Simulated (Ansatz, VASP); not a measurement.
## Two plane-wave programs on AlP

```
Al P
1.0
     0.00000    2.72550    2.72550
     2.72550    0.00000    2.72550
     2.72550    2.72550    0.00000
Al P
1 1
Direct
  0.00000 0.00000 0.00000
  0.25000 0.25000 0.25000
```

Alike in both runs: task single point; functional PBE; dispersion D3(BJ); k mesh 6 × 6 × 6; occupations fermi-dirac, width 0.01 eV; no spin polarisation.

|  | VASP | Ansatz |
| --- | --- | --- |
| version | VASP 6.6.1 | Ansatz 0.2.0 |
| potentials or method | VASP PAW PBE potentials, release 64 (Al, P), cutoff 500 eV | plane waves, PAW |
| valence electrons in the cell | 8 | 8 |

|  | VASP | Ansatz | Ansatz less VASP |
| --- | --- | --- | --- |
| pressure (GPa) | 0.0 | 0.1 | +0.09 |
